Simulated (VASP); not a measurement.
# BP (F-43m) in VASP: a series of runs

Runs on BP. Level: LDA. Tasks: vibrations by perturbation theory.

Program: VASP 6.6.1. These are calculated values, not measurements. Logs are shortened: lines on timing, memory, paths and dates and some standing lists are left out, and cuts for length are marked.

### 1 The cell of the first run

It takes space group F-43m (No. 216, cubic). The conventional cell has a = 4.499 Å, b = 4.499 Å, c = 4.499 Å, α = 90.00°, β = 90.00°, γ = 90.00°. Within 2.6 Å of B (site symmetry -43m) lie 4 P at 1.95 Å. Within 2.6 Å of P (site symmetry -43m) lie 4 B at 1.95 Å.

### 2 Vibrations by perturbation theory, LDA

Input file INCAR:

```
SYSTEM = BP
  PREC = Accurate
  ENCUT = 520
  EDIFF = 1E-8
  ISMEAR = 0
  SIGMA = 0.01
  LREAL = .FALSE.
  LASPH = .TRUE.
  NELM = 80
  ALGO = Normal
  ISIF = 2
  LWAVE = .FALSE.
  LCHARG = .FALSE.
  GGA = CA
  IBRION = 8
  NSW = 1
  LEPSILON = .TRUE.
```

Input file KPOINTS:

```
Automatic mesh
0
G
  10 10 10
  0 0 0
```

Input file POSCAR:

```
BP
1.0
    0.0000000000      2.2494920891      2.2494920891
    2.2494920891      0.0000000000      2.2494920891
    2.2494920891      2.2494920891      0.0000000000
B P
1 1
Direct
    0.0000000000      0.0000000000      0.0000000000
    0.7500000000      0.7500000000      0.7500000000
```

Potentials or basis: VASP PAW LDA potentials, release 64 (B, P).

Command:

```console
$ cat potpaw_LDA.64/B/POTCAR potpaw_LDA.64/P/POTCAR > POTCAR
$ mpirun -np 1 vasp_std > vasp.out
```

OUTCAR:

```text
SYSTEM = BP
   PREC = Accurate
   ENCUT = 520
   EDIFF = 1E-8
   ISMEAR = 0
   LREAL = .FALSE.
   LASPH = .TRUE.
   NELM = 80
   ISIF = 2
   GGA = CA
   IBRION = 8
   NSW = 1
   LEPSILON = .TRUE.

 ion  position               nearest neighbor table
   1  0.000  0.000  0.000-   2 1.95   2 1.95   2 1.95   2 1.95
   2  0.750  0.750  0.750-   1 1.95   1 1.95   1 1.95   1 1.95

  LATTYP: Found a face centered cubic cell.
 ALAT       =     4.4989841782

  Lattice vectors:

 A1 = (   0.0000000000,   2.2494920891,   2.2494920891)
 A2 = (   2.2494920891,   0.0000000000,   2.2494920891)
 A3 = (   2.2494920891,   2.2494920891,   0.0000000000)

Analysis of symmetry for initial positions (statically):
=====================================================================
 Subroutine PRICEL returns:
 Original cell was already a primitive cell.

 Routine SETGRP: Setting up the symmetry group for a
 face centered cubic supercell.

 Subroutine GETGRP returns: Found 24 space group operations
 (whereof 24 operations were pure point group operations)
 out of a pool of 48 trial point group operations.

The static configuration has the point symmetry T_d .

Analysis of symmetry for dynamics (positions and initial velocities):
=====================================================================
 Subroutine PRICEL returns:
 Original cell was already a primitive cell.

 Routine SETGRP: Setting up the symmetry group for a
 face centered cubic supercell.

 Subroutine GETGRP returns: Found 24 space group operations
 (whereof 24 operations were pure point group operations)
 out of a pool of 48 trial point group operations.

The dynamic configuration has the point symmetry T_d .

 Subroutine INISYM returns: Found 24 space group operations
 (whereof 24 operations are pure point group operations),
 and found     1 'primitive' translations

----------------------------------------------------------------------------------------

                                     Primitive cell

  volume of cell :      22.7658

  direct lattice vectors                    reciprocal lattice vectors
     0.000000000  2.249492089  2.249492089    -0.222272398  0.222272398  0.222272398
     2.249492089  0.000000000  2.249492089     0.222272398 -0.222272398  0.222272398
     2.249492089  2.249492089  0.000000000     0.222272398  0.222272398 -0.222272398

  length of vectors
     3.181262221  3.181262221  3.181262221     0.384987086  0.384987086  0.384987086

  position of ions in fractional coordinates (direct lattice)
     0.000000000  0.000000000  0.000000000
     0.750000000  0.750000000  0.750000000

  ion indices of the primitive-cell ions
   primitive index   ion index
                 1           1
                 2           2

----------------------------------------------------------------------------------------

 KPOINTS: Automatic mesh

Automatic generation of k-mesh.
 Grid dimensions read from file:
 generate k-points for:   10   10   10

 Generating k-lattice:

[... 412 lines left out ...]

 Free energy of the ion-electron system (eV)
  ---------------------------------------------------
  ---------------------------------------------------
  free energy    TOTEN  =        -0.55004821 eV

  energy without entropy =       -0.55004821

------------------------ aborting loop because EDIFF is reached ----------------------------------------

--------------------------------------- Ionic step        2  -------------------------------------------

------------------------ aborting loop because EDIFF is reached ----------------------------------------

--------------------------------------- Ionic step        3  -------------------------------------------

------------------------ aborting loop because EDIFF is reached ----------------------------------------

 PIEZOELECTRIC TENSOR FIELD DIRECTION 3  (e Angst)
 -----------------------------------------------------------------------------
    -0.00059 -0.22771  0.00000           ( -0.00000 -0.07767  0.00000)
    -0.22771 -0.00059  0.00000           ( -0.07767 -0.00000  0.00000)
     0.00000  0.00000  0.00014           (  0.00000  0.00000 -0.00000)

 PIEZOELECTRIC TENSOR FIELD DIRECTION 3  (C/m^2)
 -----------------------------------------------------------------------------
    -0.00042 -0.16025  0.00000
    -0.16025 -0.00042  0.00000
     0.00000  0.00000  0.00010

--------------------------------------- Ionic step        4  -------------------------------------------

------------------------ aborting loop because EDIFF is reached ----------------------------------------

[... ionic steps 5 to 6 ...]

--------------------------------------- Ionic step        7  -------------------------------------------

 Free energy of the ion-electron system (eV)
  ---------------------------------------------------
  ---------------------------------------------------
  free energy    TOTEN  =        -0.04121191 eV

  energy without entropy =       -0.04121191

------------------------ aborting loop because EDIFF is reached ----------------------------------------

 INTERNAL STRAIN TENSOR  FOR ION    2  DIRECTION 1   (eV/Angst):
 -----------------------------------------------------------------------------
    -0.00859  0.00000  0.00000
     0.00000  0.00711  7.28195
     0.00000  7.28195  0.00711

 MACROSCOPIC STATIC DIELECTRIC TENSOR (including local field effects in DFT)
 ------------------------------------------------------
           9.280793     0.000000    -0.000000
          -0.000000     9.280793    -0.000000
           0.000000     0.000000     9.280793
 ------------------------------------------------------

 PIEZOELECTRIC TENSOR (including local field effects)  for field in x, y, z        (e  Angst)
          XX          YY          ZZ          XY          YZ          ZX
  --------------------------------------------------------------------------------
  x    -0.00000    -0.00000    -0.00000     0.00000    -0.22356     0.00000
  y     0.00000     0.00000    -0.00000     0.00000     0.00000    -0.22356
  z     0.00000    -0.00000     0.00000    -0.22356     0.00000     0.00000

 PIEZOELECTRIC TENSOR (including local field effects)  for field in x, y, z        (C/m^2)
          XX          YY          ZZ          XY          YZ          ZX
  --------------------------------------------------------------------------------
  x    -0.00000    -0.00000    -0.00000     0.00000    -0.15734     0.00000
  y     0.00000     0.00000    -0.00000     0.00000     0.00000    -0.15734
  z     0.00000    -0.00000     0.00000    -0.15734     0.00000     0.00000

 BORN EFFECTIVE CHARGES (including local field effects) (in |e|, cummulative output)
 ---------------------------------------------------------------------------------
 ion    1
    1    -0.60278     0.00000     0.00000
    2     0.00000    -0.60278     0.00000
    3     0.00000     0.00000    -0.60278
 ion    2
    1     0.60278     0.00000     0.00000
    2     0.00000     0.60278     0.00000
    3    -0.00000    -0.00000     0.60278

 INTERNAL STRAIN TENSOR FOR ION    2 for displacements in x,y,z  (eV/Angst):
          X           Y           Z          XY          YZ          ZX
  --------------------------------------------------------------------------------
  x    -0.00000     0.00000     0.00000     0.00000     7.28195     0.00000
  y     0.00000    -0.00000     0.00000     0.00000     0.00000     7.28195
  z     0.00000     0.00000    -0.00000     7.28195     0.00000     0.00000

 SECOND DERIVATIVES (NOT SYMMETRIZED)
 ------------------------------------
               1X          1Y          1Z          2X          2Y          2Z
  1X   -19.549124    0.000000    0.000000   19.549124    0.000000    0.000000
  1Y     0.000000  -19.549124    0.000000    0.000000   19.549124    0.000000
  1Z     0.000000    0.000000  -19.549124    0.000000    0.000000   19.549124
  2X    19.548057    0.000000    0.000000  -19.548057    0.000000    0.000000
  2Y     0.000000   19.548057    0.000000    0.000000  -19.548057    0.000000
  2Z     0.000000    0.000000   19.548057    0.000000    0.000000  -19.548057

 Eigenvectors and eigenvalues of the dynamical matrix
 ----------------------------------------------------

   1 f  =   24.416867 THz   153.415697 2PiTHz  814.459000 cm-1   100.980001 meV
             X         Y         Z           dx          dy          dz
      0.000000  0.000000  0.000000     0.000000    0.860977    0.000000
      3.374238  3.374238  3.374238     0.000000   -0.508644    0.000000
[... 21 lines left out ...]
   6 f/i=    0.000292 THz     0.001833 2PiTHz    0.009729 cm-1     0.001206 meV
             X         Y         Z           dx          dy          dz
      0.000000  0.000000  0.000000     0.000000    0.000000   -0.508644
      3.374238  3.374238  3.374238     0.000000    0.000000   -0.860977

--------------------------------------------------------------------------------------------------------

 MACROSCOPIC STATIC DIELECTRIC TENSOR IONIC CONTRIBUTION
 ------------------------------------------------------
           0.147733     0.000000    -0.000000
           0.000000     0.147733    -0.000000
          -0.000000    -0.000000     0.147733
 ------------------------------------------------------

 ELASTIC MODULI CONTR FROM IONIC RELAXATION (kBar)
 Direction    XX          YY          ZZ          XY          YZ          ZX
 --------------------------------------------------------------------------------
 XX          -0.0000     -0.0000     -0.0000      0.0000      0.0000      0.0000
 YY          -0.0000     -0.0000     -0.0000      0.0000      0.0000      0.0000
 ZZ          -0.0000     -0.0000     -0.0000      0.0000      0.0000      0.0000
 XY           0.0000      0.0000      0.0000   -202.9167      0.0000      0.0000
 YZ           0.0000      0.0000      0.0000      0.0000   -202.9167      0.0000
 ZX           0.0000      0.0000      0.0000      0.0000      0.0000   -202.9167
 --------------------------------------------------------------------------------

 PIEZOELECTRIC TENSOR IONIC CONTR  for field in x, y, z        (C/m^2)
          XX          YY          ZZ          XY          YZ          ZX
  --------------------------------------------------------------------------------
  x    -0.00000    -0.00000    -0.00000     0.00000     0.16292     0.00000
  y    -0.00000    -0.00000    -0.00000     0.00000     0.00000     0.16292
  z    -0.00000    -0.00000    -0.00000     0.16292    -0.00000    -0.00000
```

It took 4.3 min on 1 thread of AMD EPYC 7R43 (Zen 3), shared host; peak memory 0.16 GiB.

Results:

| Quantity | Value |
| --- | --- |
| Electronic dielectric tensor (diagonal) | 9.28 |
| Born charges (mean of the diagonal) | B -0.60; P +0.60 e |
| Highest phonon frequency at Γ, LO-TO splitting left out | 814 cm⁻¹ |

Phonon frequencies in cm⁻¹ (negative: imaginary):
| q point | frequencies |
| --- | --- |
| (0.000, 0.000, 0.000) | 0 0 0 814 814 814 |

Electronic dielectric tensor:
```
9.28 0.00 0.00
0.00 9.28 0.00
0.00 0.00 9.28
```

Born effective charge tensors (e):
atom 1, B
```
-0.60  0.00  0.00
 0.00 -0.60  0.00
 0.00  0.00 -0.60
```
atom 2, P
```
0.60 0.00 0.00
0.00 0.60 0.00
0.00 0.00 0.60
```

Caveat: the cell wasn't relaxed at this level first, which shifts response properties.

(Continued in part 2 of 4.)
